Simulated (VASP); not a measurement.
Te2Mo, 6 atoms in the cell. The cell holds a slab with vacuum, 6 atoms: a = 3.504 Å, b = 3.504 Å, c = 24.768 Å, α = 90.00°, β = 90.00°, γ = 120.00°.  This cell differs from its parent crystal: layers slid over each other.

* Program: VASP 6.6.1
* Task: single point
* Functional: PBE
* Dispersion: D3(BJ)
* Potentials or basis: VASP PAW PBE potentials, release 64 (Te, Mo_sv)
* Cutoff: 520 eV
* k mesh: 9 × 9 × 1
* Occupations: gaussian, width 0.05 eV
* Spin: no spin polarisation
* Dipole correction: yes
* Further INCAR settings: ALGO = Normal; EDIFF = 1e-07; NBANDS = 35

Potentials or basis: VASP PAW PBE potentials, release 64 (Te, Mo_sv).

Launch:

```console
$ cat potpaw_PBE.64/Te/POTCAR potpaw_PBE.64/Mo_sv/POTCAR > POTCAR
$ mpirun -np 1 vasp_std > vasp.out
```

Hardware: 1 thread of Intel(R) Xeon(R) Platinum 8488C (Sapphire Rapids), on a shared host.

**Question.** Estimate the wall time of this run.

**Answer.** It took 10 min on 1 thread of Intel(R) Xeon(R) Platinum 8488C (Sapphire Rapids), with other jobs on the host, peak memory 0.57 GiB. Counts: scf iterations 25, k points 41.
